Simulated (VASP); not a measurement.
# C (C2/m) in VASP: a series of runs

C is run at these levels: PBE; tasks: electric field gradients.

Program: VASP 6.6.1. These are calculated values, not measurements. Logs are shortened: lines on timing, memory, paths and dates and some standing lists are left out, and cuts for length are marked.

### 1 The cell of the first run

It takes space group C2/m (No. 12, monoclinic). Conventional cell: a = 3.638 Å, b = 2.100 Å, c = 3.403 Å, α = 90.00°, β = 90.00°, γ = 90.00°. Within 2.4 Å of C (site symmetry m) lie 12 C at 1.84 to 2.30 Å.

### 2 Electric field gradients, PBE (shortest bond scaled by 0.88)

Contents of INCAR:

```
ALGO     = Normal         # electronic algorithm
EDIFF    = 1E-8           # SCF threshold, eV
ENCUT    = 520            # plane-wave cutoff, eV
GGA      = PE             # functional
ISIF     = 2              # what is computed and relaxed
ISMEAR   = -1             # smearing method
LASPH    = T              # aspherical terms in the spheres
LCHARG   = F              # write CHGCAR
LEFG     = T            
LREAL    = F              # projectors in reciprocal space
LWAVE    = F              # write WAVECAR
NBANDS   = 11             # bands
NELM     = 100            # most SCF steps
PREC     = Accurate       # precision mode
SIGMA    = 0.05           # smearing width, eV
```

Contents of KPOINTS:

```
k-points
0
Gamma
  16 16 9
```

Contents of POSCAR:

```
C
1.0
    2.1003865828      0.0000000000      0.0000000000
   -1.0501932914      1.8189881384      0.0000000000
    0.0000000000      0.0000000000      3.4026262641
C
2
Direct
    0.2933333333      0.6466666667      0.2200000000
    0.7066666667      0.3533333333      0.7800000000
```

Potentials or basis: VASP PAW PBE potentials, release 64 (C).

Command:

```console
$ cat potpaw_PBE.64/C/POTCAR > POTCAR
$ mpirun -np 1 vasp_std > vasp.out
```

OUTCAR:

```text
EDIFF = 1E-8
   ENCUT = 520
   GGA = PE
   ISIF = 2
   ISMEAR = -1
   LASPH = T
   LREAL = F
   NELM = 100
   PREC = Accurate

 ion  position               nearest neighbor table
   1  0.293  0.647  0.220-   2 1.84   2 1.98   2 1.98
   2  0.707  0.353  0.780-   1 1.84   1 1.98   1 1.98

  LATTYP: Found a hexagonal cell.
 ALAT       =     2.1003865828
 C/A-ratio  =     1.6200000000

  Lattice vectors:

 A1 = (   2.1003865828,   0.0000000000,   0.0000000000)
 A2 = (  -1.0501932914,   1.8189881384,   0.0000000000)
 A3 = (   0.0000000000,   0.0000000000,   3.4026262641)

Analysis of symmetry for initial positions (statically):
=====================================================================
 Subroutine PRICEL returns:
 Original cell was already a primitive cell.

 Routine SETGRP: Setting up the symmetry group for a
 hexagonal supercell.

 Subroutine GETGRP returns: Found  4 space group operations
 (whereof  4 operations were pure point group operations)
 out of a pool of 24 trial point group operations.

The static configuration has the point symmetry C_2h.

Analysis of symmetry for dynamics (positions and initial velocities):
=====================================================================
 Subroutine PRICEL returns:
 Original cell was already a primitive cell.

 Routine SETGRP: Setting up the symmetry group for a
 hexagonal supercell.

 Subroutine GETGRP returns: Found  4 space group operations
 (whereof  4 operations were pure point group operations)
 out of a pool of 24 trial point group operations.

The dynamic configuration has the point symmetry C_2h.

 Subroutine INISYM returns: Found  4 space group operations
 (whereof  4 operations are pure point group operations),
 and found     1 'primitive' translations

----------------------------------------------------------------------------------------

                                     Primitive cell

  volume of cell :      13.0000

  direct lattice vectors                    reciprocal lattice vectors
     2.100386583  0.000000000  0.000000000     0.476102832  0.274878098  0.000000000
    -1.050193291  1.818988138  0.000000000     0.000000000  0.549756196  0.000000000
     0.000000000  0.000000000  3.402626264     0.000000000  0.000000000  0.293890637

  length of vectors
     2.100386583  2.100386583  3.402626264     0.549756196  0.549756196  0.293890637

  position of ions in fractional coordinates (direct lattice)
     0.293333333  0.646666667  0.220000000
     0.706666667  0.353333333  0.780000000

  ion indices of the primitive-cell ions
   primitive index   ion index
                 1           1
                 2           2

----------------------------------------------------------------------------------------

 KPOINTS: k-points

Automatic generation of k-mesh.
 Grid dimensions read from file:
 generate k-points for:   16   16    9

 Generating k-lattice:

  Cartesian coordinates                     Fractional coordinates (reciprocal lattice)
     0.029756427  0.017179881  0.000000000     0.062500000  0.000000000  0.000000000
     0.000000000  0.034359762  0.000000000     0.000000000  0.062500000  0.000000000
     0.000000000  0.000000000  0.032654515     0.000000000  0.000000000  0.111111111

  Length of vectors
     0.034359762  0.034359762  0.032654515

  Shift w.r.t. Gamma in fractional coordinates (k-lattice)
     0.000000000  0.000000000  0.000000000

 Subroutine IBZKPT returns following result:
 ===========================================

 Found    617 irreducible k-points:

 Following reciprocal coordinates:
            Coordinates               Weight
  0.000000  0.000000  0.000000      1.000000
  0.062500  0.000000  0.000000      2.000000
  0.000000  0.062500  0.000000      4.000000
  0.125000  0.000000  0.000000      2.000000
  0.000000  0.125000  0.000000      4.000000
  0.187500  0.000000  0.000000      2.000000
[... 16 lines left out ...]
  0.187500  0.062500  0.000000      4.000000
 -0.062500  0.250000  0.000000      4.000000
 [... further k-points ...]
   k-points           NKPTS =    617   k-points in BZ     NKDIM =    617   number of bands    NBANDS=     11
   number of dos      NEDOS =    301   number of ions     NIONS =      2
   total plane-waves  NPLWV =   7168
   dimension x,y,z NGX =    16 NGY =   16 NGZ =   28
   dimension x,y,z NGXF=    32 NGYF=   32 NGZF=   56
   ions per type =               2
   NGX,Y,Z   is equivalent  to a cutoff of  12.66, 12.66, 13.68 a.u.
   NGXF,Y,Z  is equivalent  to a cutoff of  25.33, 25.33, 27.36 a.u.
 SYSTEM =  unknown system
   PREC   = accura    normal or accurate (medium, high low for compatibility)
   ISTART =      0    job   : 0-new  1-cont  2-samecut
   ICHARG =      2    charge: 1-file 2-atom 10-const
   ISPIN  =      1    spin polarized calculation?
   LNONCOLLINEAR =      F non collinear calculations
   LSORBIT =      F    spin-orbit coupling
   LASPH  =      T    aspherical Exc in radial PAW
   ENCUT  =  520.0 eV  38.22 Ry    6.18 a.u.   3.91  3.91  6.33*2*pi/ulx,y,z
   NELM   =    100;   NELMIN=  2; NELMDL= -5     # of ELM steps
   EDIFF  = 0.1E-07   stopping-criterion for ELM
   LREAL  =      F    real-space projection
   EDIFFG = 0.1E-06   stopping-criterion for IOM
   NSW    =      0    number of steps for IOM
   IBRION =     -1    ionic relax: 0-MD 1-quasi-New 2-CG
   NFREE  =      0    steps in history (QN), initial steepest desc. (CG)
   ISIF   =      2    stress and relaxation
   ISYM   =      2    0-nonsym 1-usesym 2-fastsym
   POTIM  = 0.5000    time-step for ionic-motion
   TEBEG  =    0.0;   TEEND  =   0.0 temperature during run
   PSTRESS=    0.0 pullay stress
   NELECT =       8.0000    total number of electrons
   NUPDOWN=      -1.0000    fix difference up-down
   EMIN   =  10.00;   EMAX   =-10.00  energy-range for DOS
   EFERMI =   0.00;   METHOD = LEGACY
   ISMEAR =    -1;   SIGMA  =   0.05  broadening in eV -4-tet -1-fermi 0-gaus
   EFERMI_NEDOS =   21; number of points for ismear=-14 and -15
   IALGO  =     38    algorithm
   IMIX   =      4    mixing-type and parameters
     AMIX     =   0.40;   BMIX     =  1.00
     AMIX_MAG =   1.60;   BMIX_MAG =  1.00
  volume/ion in A,a.u.               =       6.50        43.86
  Fermi-wavevector in a.u.,A,eV,Ry     =   1.392485  2.631414 26.381875  1.939013
  Thomas-Fermi vector in A             =   2.516223
   LORBIT       =      0    0 simple, 1 ext, 2 COOP (PROOUT), +10 PAW based schemes
   GGA     = PE    functional components
   LHFCALC =     F    Hartree Fock is set to
   AEXX    =    0.0000 exact exchange contribution
   IVDW    =     0    specifies the selected vdW correction
   LEPSILON=     F    determine dielectric tensor
   LRPA    =     F    only Hartree local field effects (RPA)
 non-spin polarized calculation
  energy-cutoff  :      520.00
  volume of cell :       13.00
 maximum number of plane-waves:       360
   NGX =  7   NGY =  7   NGZ = 13

 number of electron       8.0000000 magnetization

 Free energy of the ion-electron system (eV)
  ---------------------------------------------------
  ext. energy  EPLUGINS =         0.00000000
  ---------------------------------------------------
  free energy    TOTEN  =        -9.64611077 eV

  energy without entropy =       -9.64069348  energy(sigma->0) =       -9.64340213

 E-fermi :   8.9957     XC(G=0): -13.2110

 val. band max:        8.9950946629   @ k =  -0.4375   0.3125   0.0000
 cond. band min:       8.9997309394   @ k =   0.3750   0.1250   0.2222
 fundamental gap:      0.0046362766
 Fermi energy:         8.9956684770

 k-point     1 :       0.0000    0.0000    0.0000
  band No.  band energies     occupation
      1     -11.5740      2.00000
      2      -0.3892      2.00000
      3      -0.2781      2.00000
      4      15.3252      0.00000
      5      16.2308      0.00000
      6      17.4611      0.00000
      7      18.3330      0.00000
      8      19.2172      0.00000
      9      34.6955      0.00000
     10      36.9906      0.00000
     11      38.4798      0.00000

 k-point     2 :       0.0625    0.0000    0.0000
  band No.  band energies     occupation
      1     -11.4258      2.00000
      2      -0.2654      2.00000
      3      -0.1232      2.00000
      4      14.7274      0.00000
      5      15.7877      0.00000
      6      17.6216      0.00000
      7      18.0881      0.00000
      8      19.0832      0.00000
      9      34.8470      0.00000
     10      35.3898      0.00000
     11      37.8760      0.00000
[... 295 lines left out ...]
 k-point    24 :      -0.0625    0.2500    0.0000
  band No.  band energies     occupation
      1      -9.6539      2.00000
      2       1.2082      2.00000
      3       1.6277      2.00000
      4       9.7733      0.00000
      5      12.5292      0.00000
      6      15.4141      0.00000
      7      17.0488      0.00000
      8      18.2158      0.00000
      9      30.3696      0.00000
     10      32.3072      0.00000
     11      35.7813      0.00000

 [... further k-points ...]
[... 5 lines left out ...]
  --------------------------------------------------------------------------------------
  -------------------------------------------------------------------------------------
  Total        1.4403726      1.5946671      0.3106328     -0.1336230     -0.1777337     -0.3078438
  in kB      177.5178726    196.5338096     38.2837521    -16.4682845    -21.9046859    -37.9400231
  external PRESSURE =     137.4451448 kB  Pullay stress =       0.0000000 kB

 VOLUME and BASIS-vectors are now :
 -----------------------------------------------------------------------------
  energy-cutoff  :      520.00
  volume of cell :       13.00
      direct lattice vectors                 reciprocal lattice vectors
     2.100386583  0.000000000  0.000000000     0.476102832  0.274878098  0.000000000
    -1.050193291  1.818988138  0.000000000     0.000000000  0.549756196  0.000000000
     0.000000000  0.000000000  3.402626264     0.000000000  0.000000000  0.293890637

 POSITION                                       TOTAL-FORCE (eV/Angst)
 -----------------------------------------------------------------------------------
     -0.06301      1.17628      0.74858        -1.107079     -0.639172     -1.052325
      1.11320      0.64271      2.65405         1.107079      0.639172      1.052325
 -----------------------------------------------------------------------------------
    total drift:                                0.000000     -0.000000     -0.000000

  FREE ENERGIE OF THE ION-ELECTRON SYSTEM (eV)
  ---------------------------------------------------
  free  energy   TOTEN  =        -9.6461107717 eV

  energy  without entropy=       -9.6406934845  energy(sigma->0) =       -9.64340213

 Electric field gradients (V/A^2)
---------------------------------------------------------------------
 ion       V_xx      V_yy      V_zz      V_xy      V_xz      V_yz
---------------------------------------------------------------------
   1       5.817     3.429    -9.246     2.068    -4.312    -2.490
   2       5.817     3.429    -9.246     2.068    -4.312    -2.490
---------------------------------------------------------------------

 Electric field gradients after diagonalization (V/A^2)
 (convention: |V_zz| > |V_xx| > |V_yy|)
----------------------------------------------------------------------
 ion       V_xx      V_yy      V_zz     asymmetry (V_yy - V_xx)/ V_zz
----------------------------------------------------------------------
   1       8.415     2.235   -10.650       0.580
   2       8.415     2.235   -10.650       0.580
----------------------------------------------------------------------

           NMR quadrupolar parameters

 Cq : quadrupolar parameter    Cq=e*Q*V_zz/h
 eta: asymmetry parameters     (V_yy - V_xx)/ V_zz
 Q  : nuclear electric quadrupole moment in mb (millibarn)
----------------------------------------------------------------------
 ion       Cq(MHz)       eta       Q (mb)
----------------------------------------------------------------------
   1      -0.026       0.580       1.000
   2      -0.026       0.580       1.000
----------------------------------------------------------------------
```

Wall time 38 s (1 thread of AMD EPYC 9R45 (Zen 5), shared host); peak memory 0.14 GiB.

Results:

```yaml
Free_energy: -9.6461 eV
Pressure: 13.7 GPa
Largest_force: 1.656 eV/Å
Band_gap_on_the_k_mesh: zero (band 4 reaches 15.52 eV, above the bottom of band 5 at 4.97 eV)
```

Forces on the atoms (eV/Å):
```
C   -1.107 -0.639 -1.052
C    1.107  0.639  1.052
```

Stress tensor (GPa, compression positive):
```
17.75 -1.65 -3.79
-1.65 19.65 -2.19
-3.79 -2.19  3.83
```

Electric field gradients, principal values (V/Å²):
| atom | least | middle | greatest (by size) |
| --- | --- | --- | --- |
| 1 C | 2.235 | 8.415 | -10.650 |
| 2 C | 2.235 | 8.415 | -10.650 |

Caveat: the cell differs from its parent crystal (shortest bond scaled by 0.88); without QUAD_EFG the Cq values of the log hold for a quadrupole moment of 1 mb, not for the nuclei; forces of over 1 eV/Å act on the atoms, so gaps and moduli don't describe the material at rest.

### 3 Electric field gradients, PBE (shortest bond scaled by 0.82)

Contents of INCAR:

```
PREC = Accurate ; ENCUT = 520
EDIFF = 1E-8 ; ISMEAR = -1
SIGMA = 0.05 ; LREAL = False
LASPH = True ; NELM = 80
ALGO = Normal ; ISIF = 2
LWAVE = False ; LCHARG = False
GGA = PE ; LEFG = True
NBANDS = 11
```

Contents of KPOINTS:

```
regular mesh
0
Gamma
  16 16 9
```

Contents of POSCAR:

```
C
1.0
    2.1003865828      0.0000000000      0.0000000000
   -1.0501932914      1.8189881384      0.0000000000
    0.0000000000      0.0000000000      3.4026262641
C
2
Direct
    0.2733333333      0.6366666667      0.2050000000
    0.7266666667      0.3633333333      0.7950000000
```

Potentials or basis: VASP PAW PBE potentials, release 64 (C).

Command:

```console
$ cat potpaw_PBE.64/C/POTCAR > POTCAR
$ mpirun -np 1 vasp_std > vasp.out
```

OUTCAR:

```text
PREC = Accurate
   ENCUT = 520
   EDIFF = 1E-8
   ISMEAR = -1
   LREAL = False
   LASPH = True
   NELM = 80
   ISIF = 2
   GGA = PE

 ion  position               nearest neighbor table
   1  0.273  0.637  0.205-   2 1.71   2 1.93   2 1.93
   2  0.727  0.363  0.795-   1 1.71   1 1.93   1 1.93

  LATTYP: Found a hexagonal cell.
 ALAT       =     2.1003865828
 C/A-ratio  =     1.6200000000

  Lattice vectors:

 A1 = (   2.1003865828,   0.0000000000,   0.0000000000)
 A2 = (  -1.0501932914,   1.8189881384,   0.0000000000)
 A3 = (   0.0000000000,   0.0000000000,   3.4026262641)

Analysis of symmetry for initial positions (statically):
=====================================================================
 Subroutine PRICEL returns:
 Original cell was already a primitive cell.

 Routine SETGRP: Setting up the symmetry group for a
 hexagonal supercell.

 Subroutine GETGRP returns: Found  4 space group operations
 (whereof  4 operations were pure point group operations)
 out of a pool of 24 trial point group operations.
[... 522 lines left out ...]
     2.100386583  0.000000000  0.000000000     0.476102832  0.274878098  0.000000000
    -1.050193291  1.818988138  0.000000000     0.000000000  0.549756196  0.000000000
     0.000000000  0.000000000  3.402626264     0.000000000  0.000000000  0.293890637

 POSITION                                       TOTAL-FORCE (eV/Angst)
 -----------------------------------------------------------------------------------
     -0.09452      1.15809      0.69754        -1.465304     -0.845994     -1.517459
      1.14471      0.66090      2.70509         1.465304      0.845994      1.517459
 -----------------------------------------------------------------------------------
    total drift:                               -0.000000      0.000000      0.000000

  FREE ENERGIE OF THE ION-ELECTRON SYSTEM (eV)
  ---------------------------------------------------
  free  energy   TOTEN  =        -9.8894203843 eV

  energy  without entropy=       -9.8829452202  energy(sigma->0) =       -9.88618280

 Electric field gradients (V/A^2)
---------------------------------------------------------------------
 ion       V_xx      V_yy      V_zz      V_xy      V_xz      V_yz
---------------------------------------------------------------------
   1       8.835     7.200   -16.035     1.417   -10.767    -6.216
   2       8.835     7.200   -16.035     1.417   -10.767    -6.216
---------------------------------------------------------------------

 Electric field gradients after diagonalization (V/A^2)
 (convention: |V_zz| > |V_xx| > |V_yy|)
----------------------------------------------------------------------
 ion       V_xx      V_yy      V_zz     asymmetry (V_yy - V_xx)/ V_zz
----------------------------------------------------------------------
   1      14.685     6.382   -21.066       0.394
   2      14.685     6.382   -21.066       0.394
----------------------------------------------------------------------

           NMR quadrupolar parameters

 Cq : quadrupolar parameter    Cq=e*Q*V_zz/h
 eta: asymmetry parameters     (V_yy - V_xx)/ V_zz
 Q  : nuclear electric quadrupole moment in mb (millibarn)
----------------------------------------------------------------------
 ion       Cq(MHz)       eta       Q (mb)
----------------------------------------------------------------------
   1      -0.051       0.394       1.000
   2      -0.051       0.394       1.000
----------------------------------------------------------------------
```

stdout:

```text
POSCAR found type information on POSCAR C
 POSCAR found :  1 types and       2 ions
 scaLAPACK will be used
 LDA part: xc-table for (Slater+PW92), standard interpolation
 POSCAR, INCAR and KPOINTS ok, starting setup
 FFT: planning ... GRIDC
 FFT: planning ... GRID_SOFT
 FFT: planning ... GRID
 WAVECAR not read
 entering main loop
ion   1
     0.0000266    -0.4111530     3.5644448     7.7235377     6.1737995    -0.2373793
     0.0000367    -0.4111530     3.5644448     7.7235377     6.1737995    -0.2373793
     0.0000505    -0.4111530     3.5644448     7.7235376     6.1737995    -0.2373793
     0.0000695    -0.4111529     3.5644447     7.7235375     6.1737994    -0.2373793

     0.0000266    -0.9188077     5.8556327    12.8316312    10.1422534    -0.5304739
     0.0000367    -0.9188077     5.8556324    12.8316305    10.1422528    -0.5304738
     0.0000505    -0.9188075     5.8556318    12.8316291    10.1422518    -0.5304738
     0.0000695    -0.9188073     5.8556308    12.8316269    10.1422500    -0.5304736

ion   2
     0.0000266    -0.4111530     3.5644448     7.7235377     6.1737995    -0.2373793
     0.0000367    -0.4111530     3.5644448     7.7235377     6.1737995    -0.2373793
     0.0000505    -0.4111530     3.5644448     7.7235376     6.1737995    -0.2373793
     0.0000695    -0.4111529     3.5644447     7.7235375     6.1737994    -0.2373793

     0.0000266    -0.9188077     5.8556327    12.8316312    10.1422534    -0.5304739
     0.0000367    -0.9188077     5.8556324    12.8316305    10.1422528    -0.5304738
     0.0000505    -0.9188075     5.8556318    12.8316291    10.1422518    -0.5304738
     0.0000695    -0.9188073     5.8556308    12.8316269    10.1422500    -0.5304736
```

It took 37 s on 1 thread of AMD EPYC 9R45 (Zen 5), shared host; peak memory 0.14 GiB.

Results:

```
Free energy            : -9.8894 eV
Pressure               : 17.3 GPa
Largest force          : 2.273 eV/Å
Band gap on the k mesh : zero (band 4 reaches 15.09 eV, above the bottom of band 5 at 4.70 eV)
```

Forces in eV/Å, atoms in the order of the input:
```
C   -1.465 -0.846 -1.517
C    1.465  0.846  1.517
```

Electric field gradients, principal values (V/Å²):
| atom | least | middle | greatest (by size) |
| --- | --- | --- | --- |
| 1 C | 6.382 | 14.685 | -21.066 |
| 2 C | 6.382 | 14.685 | -21.066 |

Caveat: the cell differs from its parent crystal (shortest bond scaled by 0.82); without QUAD_EFG the Cq values of the log hold for a quadrupole moment of 1 mb, not for the nuclei; forces of over 1 eV/Å act on the atoms, so gaps and moduli don't describe the material at rest.
